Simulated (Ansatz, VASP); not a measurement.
# One calculation of Cd, two programs

INCAR

```
SYSTEM = Cd
ALGO     = Normal         ! electronic algorithm
EDIFF    = 1E-6           ! SCF threshold, eV
ENCUT    = 520            ! plane-wave cutoff, eV
ISIF     = 2              ! what is computed and relaxed
ISMEAR   = -1             ! smearing method
LASPH    = .TRUE.         ! aspherical terms in the spheres
LCHARG   = .FALSE.        ! write CHGCAR
LREAL    = .FALSE.        ! projectors in reciprocal space
LWAVE    = .FALSE.        ! write WAVECAR
NBANDS   = 19             ! bands
NELM     = 80             ! most SCF steps
PREC     = Accurate       ! precision mode
SIGMA    = 0.1            ! smearing width, eV
```

File KPOINTS:

```
k-points
0
G
  13 13 6
  0 0 0
```

File POSCAR:

```
Cd
1.0
    2.8818641727      0.0000000000      0.0000000000
   -1.4409320863      2.4957675838      0.0000000000
    0.0000000000      0.0000000000      5.6383707528
Cd
2
Direct
    0.3333333333      0.6666666667      0.2500000000
    0.6666666667      0.3333333333      0.7500000000
```

Input for Ansatz:

```yaml
crystal:
  lattice:
    - [2.8818641727, 0.0, 0.0]
    - [-1.4409320863, 2.4957675838, 0.0]
    - [0.0, 0.0, 5.6383707528]
  atoms:
    - { symbol: Cd, position: [0.3333333333, 0.6666666667, 0.25] }
    - { symbol: Cd, position: [0.6666666667, 0.3333333333, 0.75] }
hamiltonian:
  xc: lda
  pseudopotentials:
    kind: paw
    azcp:
      Cd: "pseudopotentials/Cd.paw.azcp"
basis:
  ecutwfc: 500
  fft_grid_basis: typed
kpoints:
  mp_grid: { grid: [13, 13, 6], shift: [0, 0, 0] }
magnetization:
  spin_polarized: false
scf:
  occupations: { method: fermi_dirac, width: 0.1 }
  lower_state_search: "off"
output:
  stress: true
```

Alike in both runs: task single point; functional LDA; k mesh 13 × 13 × 6; occupations fermi-dirac, width 0.1 eV; no spin polarisation.

|  | VASP | Ansatz |
| --- | --- | --- |
| version | VASP 6.6.1 | Ansatz 0.2.0 |
| potentials or method | VASP PAW LDA potentials, release 64 (Cd), cutoff 520 eV | plane waves (500 eV) with PAW, scalar-relativistic |
| valence electrons in the cell | 24 | 40 |

```csv
,VASP,Ansatz,Ansatz less VASP
pressure (GPa),0.8,0.1,-0.71
"traceless stress, the component that is largest in VASP (GPa)",-2.29,-1.90,+0.387
```

Ansatz warns that its potentials were made for another functional, while VASP's fit it. LDA's correlation is that of Perdew and Zunger in VASP and of Perdew and Wang (1992) in Ansatz. VASP's potentials hold 24 valence electrons a cell and Ansatz's 40, so a difference there can come from the potentials and not from the codes.
